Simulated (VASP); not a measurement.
# LiF (Pm-3m) in VASP: notebook

The runs below take LiF through single point, with PBE, LDA.

All numbers are computed with VASP 6.6.1; they aren't measurements. Logs are shortened: lines on timing, memory, paths and dates and some standing lists are left out, and cuts for length are marked.

## 1. The cell of the first run

Symmetry: Pm-3m, No. 221, cubic system. Conventional cell: a = 2.516 Å, b = 2.516 Å, c = 2.516 Å, α = 90.00°, β = 90.00°, γ = 90.00°. Li (site symmetry m-3m) has 8 F at 2.18 Å and 6 Li at 2.52 Å within 2.9 Å. F (site symmetry m-3m) has 8 Li at 2.18 Å and 6 F at 2.52 Å within 2.9 Å.

## 2. Single point, PBE

INCAR reads:

```
SYSTEM = LiF
PREC = Accurate
ENCUT = 520
EDIFF = 1E-6
ISMEAR = -1
SIGMA = 0.02
LREAL = .False.
LASPH = .True.
NELM = 80
ALGO = Normal
ISIF = 2
LWAVE = .False.
LCHARG = .False.
GGA = PE
NBANDS = 12
```

KPOINTS reads:

```
Automatic mesh
0
Gamma
  10 10 10
  0 0 0
```

POSCAR reads:

```
LiF
1.0
    2.5162584520      0.0000000000      0.0000000000
    0.0000000000      2.5162584520      0.0000000000
    0.0000000000      0.0000000000      2.5162584520
Li F
1 1
Direct
    0.0000000000      0.0000000000      0.0000000000
    0.5000000000      0.5000000000      0.5000000000
```

Potentials or basis: VASP PAW PBE potentials, release 64 (Li_sv, F).

Run with:

```
$ cat potpaw_PBE.64/Li_sv/POTCAR potpaw_PBE.64/F/POTCAR > POTCAR
$ mpirun -np 1 vasp_std > vasp.out
```

OUTCAR:

```text
SYSTEM = LiF
   PREC = Accurate
   ENCUT = 520
   EDIFF = 1E-6
   ISMEAR = -1
   LREAL = .False.
   LASPH = .True.
   NELM = 80
   ISIF = 2
   GGA = PE

 ion  position               nearest neighbor table
   1  0.000  0.000  0.000-   2 2.18   2 2.18   2 2.18   2 2.18   2 2.18   2 2.18   2 2.18   2 2.18

   2  0.500  0.500  0.500-   1 2.18   1 2.18   1 2.18   1 2.18   1 2.18   1 2.18   1 2.18   1 2.18

  LATTYP: Found a simple cubic cell.
 ALAT       =     2.5162584520

  Lattice vectors:

 A1 = (   2.5162584520,   0.0000000000,   0.0000000000)
 A2 = (   0.0000000000,   2.5162584520,   0.0000000000)
 A3 = (   0.0000000000,   0.0000000000,   2.5162584520)

Analysis of symmetry for initial positions (statically):
=====================================================================
 Subroutine PRICEL returns:
 Original cell was already a primitive cell.

 Routine SETGRP: Setting up the symmetry group for a
 simple cubic supercell.

 Subroutine GETGRP returns: Found 48 space group operations
 (whereof 48 operations were pure point group operations)
 out of a pool of 48 trial point group operations.

The static configuration has the point symmetry O_h .

Analysis of symmetry for dynamics (positions and initial velocities):
=====================================================================
 Subroutine PRICEL returns:
 Original cell was already a primitive cell.

 Routine SETGRP: Setting up the symmetry group for a
 simple cubic supercell.

 Subroutine GETGRP returns: Found 48 space group operations
 (whereof 48 operations were pure point group operations)
 out of a pool of 48 trial point group operations.

The dynamic configuration has the point symmetry O_h .

 Subroutine INISYM returns: Found 48 space group operations
 (whereof 48 operations are pure point group operations),
 and found     1 'primitive' translations

----------------------------------------------------------------------------------------

                                     Primitive cell

  volume of cell :      15.9318

  direct lattice vectors                    reciprocal lattice vectors
     2.516258452  0.000000000  0.000000000     0.397415456  0.000000000  0.000000000
     0.000000000  2.516258452  0.000000000     0.000000000  0.397415456  0.000000000
     0.000000000  0.000000000  2.516258452     0.000000000  0.000000000  0.397415456

  length of vectors
     2.516258452  2.516258452  2.516258452     0.397415456  0.397415456  0.397415456

  position of ions in fractional coordinates (direct lattice)
     0.000000000  0.000000000  0.000000000
     0.500000000  0.500000000  0.500000000

  ion indices of the primitive-cell ions
   primitive index   ion index
                 1           1
                 2           2

----------------------------------------------------------------------------------------

 KPOINTS: Automatic mesh

Automatic generation of k-mesh.
 Grid dimensions read from file:
 generate k-points for:   10   10   10

 Generating k-lattice:

  Cartesian coordinates                     Fractional coordinates (reciprocal lattice)
     0.039741546  0.000000000  0.000000000     0.100000000  0.000000000  0.000000000
     0.000000000  0.039741546  0.000000000     0.000000000  0.100000000  0.000000000
     0.000000000  0.000000000  0.039741546     0.000000000  0.000000000  0.100000000

  Length of vectors
     0.039741546  0.039741546  0.039741546

  Shift w.r.t. Gamma in fractional coordinates (k-lattice)
     0.000000000  0.000000000  0.000000000

 Subroutine IBZKPT returns following result:
 ===========================================

 Found     56 irreducible k-points:

 Following reciprocal coordinates:
            Coordinates               Weight
  0.000000  0.000000  0.000000      1.000000
  0.100000  0.000000  0.000000      6.000000
  0.200000  0.000000  0.000000      6.000000
  0.300000  0.000000  0.000000      6.000000
  0.400000  0.000000  0.000000      6.000000
  0.500000  0.000000  0.000000      3.000000
[... 16 lines left out ...]
  0.200000  0.100000  0.100000     24.000000
  0.300000  0.100000  0.100000     24.000000
 [... further k-points ...]
   k-points           NKPTS =     56   k-points in BZ     NKDIM =     56   number of bands    NBANDS=     12
   number of dos      NEDOS =    301   number of ions     NIONS =      2
   total plane-waves  NPLWV =   8000
   dimension x,y,z NGX =    20 NGY =   20 NGZ =   20
   dimension x,y,z NGXF=    40 NGYF=   40 NGZF=   40
   ions per type =               1   1
   NGX,Y,Z   is equivalent  to a cutoff of  13.21, 13.21, 13.21 a.u.
   NGXF,Y,Z  is equivalent  to a cutoff of  26.43, 26.43, 26.43 a.u.
 SYSTEM =  LiF
   PREC   = accura    normal or accurate (medium, high low for compatibility)
   ISTART =      0    job   : 0-new  1-cont  2-samecut
   ICHARG =      2    charge: 1-file 2-atom 10-const
   ISPIN  =      1    spin polarized calculation?
   LNONCOLLINEAR =      F non collinear calculations
   LSORBIT =      F    spin-orbit coupling
   LASPH  =      T    aspherical Exc in radial PAW
   ENCUT  =  520.0 eV  38.22 Ry    6.18 a.u.   4.68  4.68  4.68*2*pi/ulx,y,z
   NELM   =     80;   NELMIN=  2; NELMDL= -5     # of ELM steps
   EDIFF  = 0.1E-05   stopping-criterion for ELM
   LREAL  =      F    real-space projection
   EDIFFG = 0.1E-04   stopping-criterion for IOM
   NSW    =      0    number of steps for IOM
   IBRION =     -1    ionic relax: 0-MD 1-quasi-New 2-CG
   NFREE  =      0    steps in history (QN), initial steepest desc. (CG)
   ISIF   =      2    stress and relaxation
   ISYM   =      2    0-nonsym 1-usesym 2-fastsym
   POTIM  = 0.5000    time-step for ionic-motion
   TEBEG  =    0.0;   TEEND  =   0.0 temperature during run
   PSTRESS=    0.0 pullay stress
   NELECT =      10.0000    total number of electrons
   NUPDOWN=      -1.0000    fix difference up-down
   EMIN   =  10.00;   EMAX   =-10.00  energy-range for DOS
   EFERMI =   0.00;   METHOD = LEGACY
   ISMEAR =    -1;   SIGMA  =   0.02  broadening in eV -4-tet -1-fermi 0-gaus
   EFERMI_NEDOS =   21; number of points for ismear=-14 and -15
   IALGO  =     38    algorithm
   IMIX   =      4    mixing-type and parameters
     AMIX     =   0.40;   BMIX     =  1.00
     AMIX_MAG =   1.60;   BMIX_MAG =  1.00
  volume/ion in A,a.u.               =       7.97        53.76
  Fermi-wavevector in a.u.,A,eV,Ry     =   1.401693  2.648816 26.731957  1.964743
  Thomas-Fermi vector in A             =   2.524529
   LORBIT       =      0    0 simple, 1 ext, 2 COOP (PROOUT), +10 PAW based schemes
   GGA     = PE    functional components
   LHFCALC =     F    Hartree Fock is set to
   AEXX    =    0.0000 exact exchange contribution
   IVDW    =     0    specifies the selected vdW correction
   LEPSILON=     F    determine dielectric tensor
   LRPA    =     F    only Hartree local field effects (RPA)
 non-spin polarized calculation
  energy-cutoff  :      520.00
  volume of cell :       15.93
 maximum number of plane-waves:       449
 NGX is ok and might be reduce to    20
   NGX =  9   NGY =  9   NGZ =  9

 number of electron      10.0000023 magnetization

 Free energy of the ion-electron system (eV)
  ---------------------------------------------------
  ext. energy  EPLUGINS =         0.00000000
  ---------------------------------------------------
  free energy    TOTEN  =        -9.03883417 eV

  energy without entropy =       -9.03883417  energy(sigma->0) =       -9.03883417

 E-fermi :   0.8335     XC(G=0): -10.1810

 val. band max:        0.4466760863   @ k =   0.5000   0.5000   0.0000
 cond. band min:       8.3948490340   @ k =   0.0000   0.0000   0.0000
 fundamental gap:      7.9481729476
 Fermi energy:         0.8334795198

 k-point     1 :       0.0000    0.0000    0.0000
  band No.  band energies     occupation
      1     -42.3563      2.00000
      2     -20.5662      2.00000
      3      -0.2749      2.00000
      4      -0.2749      2.00000
      5      -0.2749      2.00000
      6       8.3948      0.00000
      7      19.5952      0.00000
      8      19.5952      0.00000
      9      21.9478      0.00000
     10      21.9478      0.00000
     11      21.9478      0.00000
     12      39.7340      0.00000

 k-point     2 :       0.1000    0.0000    0.0000
  band No.  band energies     occupation
      1     -42.3510      2.00000
      2     -20.5216      2.00000
      3      -0.6492      2.00000
      4      -0.2360      2.00000
      5      -0.2360      2.00000
      6       8.6312      0.00000
      7      18.2284      0.00000
      8      19.8312      0.00000
      9      21.8940      0.00000
     10      21.8940      0.00000
     11      23.9244      0.00000
     12      38.2448      0.00000

 k-point     3 :       0.2000    0.0000    0.0000
  band No.  band energies     occupation
      1     -42.3368      2.00000
      2     -20.4005      2.00000
      3      -1.5332      2.00000
      4      -0.1328      2.00000
      5      -0.1328      2.00000
      6       9.1363      0.00000
      7      16.6810      0.00000
      8      20.5386      0.00000
      9      21.7385      0.00000
     10      21.7385      0.00000
     11      27.2871      0.00000
     12      34.7802      0.00000

 k-point     4 :       0.3000    0.0000    0.0000
  band No.  band energies     occupation
      1     -42.3192      2.00000
      2     -20.2447      2.00000
      3      -2.4946      2.00000
      4      -0.0020      2.00000
      5      -0.0020      2.00000
      6       9.5651      0.00000
      7      15.6672      0.00000
      8      21.5103      0.00000
      9      21.5103      0.00000
     10      21.7149      0.00000
     11      31.2248      0.00000
     12      31.2444      0.00000

 k-point     5 :       0.4000    0.0000    0.0000
  band No.  band energies     occupation
      1     -42.3050      2.00000
      2     -20.1130      2.00000
      3      -3.2012      2.00000
      4       0.1065      2.00000
      5       0.1065      2.00000
      6       9.7764      0.00000
      7      15.1622      0.00000
      8      21.2969      0.00000
      9      21.2969      0.00000
     10      23.3459      0.00000
     11      28.1962      0.00000
     12      34.3050      0.00000
[... 228 lines left out ...]
      1     -42.2530      2.00000
      2     -19.4717      2.00000
      3      -3.0327      2.00000
      4      -3.0327      2.00000
      5       0.4467      2.00000
      6      14.1354      0.00000
      7      14.4965      0.00000
      8      14.4965      0.00000
      9      20.3823      0.00000
     10      24.9770      0.00000
     11      29.8710      0.00000
     12      29.8710      0.00000

 k-point    22 :       0.1000    0.1000    0.1000
  band No.  band energies     occupation
      1     -42.3404      2.00000
      2     -20.4292      2.00000
      3      -0.6467      2.00000
      4      -0.5327      2.00000
      5      -0.5327      2.00000
      6       9.1459      0.00000
      7      18.0102      0.00000
      8      18.0102      0.00000
      9      21.7106      0.00000
     10      24.6969      0.00000
     11      24.6969      0.00000
     12      35.1683      0.00000

 k-point    23 :       0.2000    0.1000    0.1000
  band No.  band energies     occupation
      1     -42.3267      2.00000
      2     -20.3051      2.00000
      3      -1.4582      2.00000
      4      -0.5160      2.00000
      5      -0.4113      2.00000
      6       9.7164      0.00000
      7      16.6045      0.00000
      8      18.2478      0.00000
      9      21.6595      0.00000
     10      24.7028      0.00000
     11      27.7582      0.00000
     12      32.7660      0.00000

 k-point    24 :       0.3000    0.1000    0.1000
  band No.  band energies     occupation
      1     -42.3097      2.00000
      2     -20.1453      2.00000
      3      -2.4147      2.00000
      4      -0.4123      2.00000
      5      -0.2567      2.00000
      6      10.2389      0.00000
      7      15.5630      0.00000
      8      18.5332      0.00000
      9      21.6507      0.00000
     10      24.7337      0.00000
     11      30.9284      0.00000
     12      30.9679      0.00000

 [... further k-points ...]
[... 5 lines left out ...]
  --------------------------------------------------------------------------------------
  -------------------------------------------------------------------------------------
  Total        0.3438154      0.3438154      0.3438154     -0.0000000     -0.0000000      0.0000000
  in kB       34.5756338     34.5756338     34.5756338     -0.0000000     -0.0000000      0.0000000
  external PRESSURE =      34.5756338 kB  Pullay stress =       0.0000000 kB

 VOLUME and BASIS-vectors are now :
 -----------------------------------------------------------------------------
  energy-cutoff  :      520.00
  volume of cell :       15.93
      direct lattice vectors                 reciprocal lattice vectors
     2.516258452  0.000000000  0.000000000     0.397415456  0.000000000  0.000000000
     0.000000000  2.516258452  0.000000000     0.000000000  0.397415456  0.000000000
     0.000000000  0.000000000  2.516258452     0.000000000  0.000000000  0.397415456

 POSITION                                       TOTAL-FORCE (eV/Angst)
 -----------------------------------------------------------------------------------
      0.00000      0.00000      0.00000         0.000000      0.000000      0.000000
      1.25813      1.25813      1.25813         0.000000      0.000000      0.000000
 -----------------------------------------------------------------------------------
    total drift:                                0.000000      0.000000      0.000000

  FREE ENERGIE OF THE ION-ELECTRON SYSTEM (eV)
  ---------------------------------------------------
  free  energy   TOTEN  =        -9.0388341710 eV

  energy  without entropy=       -9.0388341710  energy(sigma->0) =       -9.03883417
```

Run time: 4.4 s. Hardware: 1 thread of AMD EPYC 9R45 (Zen 5), shared host; peak memory 0.09 GiB.

What came out:

- Free energy: -9.0388 eV
- Band gap on the k mesh: 7.95 eV, indirect (least direct gap 8.67 eV)

Caveat: the cutoff is under 1.25 times the usual one of these potentials, so pressure, stress and relaxed cells hold a basis-set (Pulay) error. A hybrid or GW would open this gap; PBE tends to underestimate it.

(Continued in part 2 of 2.)
